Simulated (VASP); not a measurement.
Input of a VASP 6.6.1 run:

The input INCAR:

```
SYSTEM = Ge
PREC = Accurate
ENCUT = 520
EDIFF = 1E-6
ISMEAR = -1
SIGMA = 0.05
LREAL = .FALSE.
LASPH = .TRUE.
NELM = 60
ALGO = Normal
ISIF = 2
LWAVE = .FALSE.
LCHARG = .FALSE.
NBANDS = 36
```

Contents of KPOINTS:

```
regular mesh
0
G
  7 7 7
  0 0 0
```

File POSCAR:

```
Ge
1.0
    0.0000000000      2.8663720339      5.0813306433
    2.6128421258      0.0000000000      5.0813306433
    2.6128421258      2.8663720339      0.0000000000
Ge
4
Direct
    0.7264900000      0.2735100000      0.7264900000
    0.2735100000      0.7264900000      0.2735100000
    0.2181330000      0.2181330000      0.7818670000
    0.7818670000      0.7818670000      0.2181330000
```

Potentials or basis: VASP PAW LDA potentials, release 64 (Ge_d).

The run is started by

```console
$ cat potpaw_LDA.64/Ge_d/POTCAR > POTCAR
$ mpirun -np 1 vasp_std > vasp.out
```

Q: Predict the largest force.

A: 0.037 eV/Å.

Q: Predict the pressure.

A: -3.9 GPa.

Forces on the atoms (eV/Å):
```
Ge   0.000 -0.037  0.000
Ge   0.000  0.037  0.000
Ge   0.000  0.000  0.031
Ge   0.000  0.000 -0.031
```

Caveat: the cell stands under tension.
